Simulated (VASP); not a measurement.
Input of a VASP 6.6.1 run:

Contents of INCAR:

```
ALGO = Normal ; EDIFF = 1E-7
ENCUT = 520 ; GGA = PE
ISIF = 2 ; ISMEAR = -1
LASPH = True ; LCHARG = False
LREAL = False ; LWAVE = False
NBANDS = 10 ; NELM = 60
PREC = Accurate ; SIGMA = 0.1
```

Contents of KPOINTS:

```
k-points
0
Gamma
  14 14 8
```

The input POSCAR:

```
Li
1.0
    2.6895412823      0.0000000000      0.0000000000
   -1.3447706411      2.3292110750      0.0000000000
    0.0000000000      0.0000000000      4.3965981312
Li
2
Direct
    0.3333333333      0.6666666667      0.2500000000
    0.6666666667      0.3333333333      0.7500000000
```

Potentials or basis: VASP PAW PBE potentials, release 64 (Li_sv).

Launch:

```sh
$ cat potpaw_PBE.64/Li_sv/POTCAR > POTCAR
$ mpirun -np 1 vasp_std > vasp.out
```

Task: What does it give for the band gap on the k mesh?

Result: Zero (band 3 reaches 4.22 eV, above the bottom of band 4 at -0.85 eV).
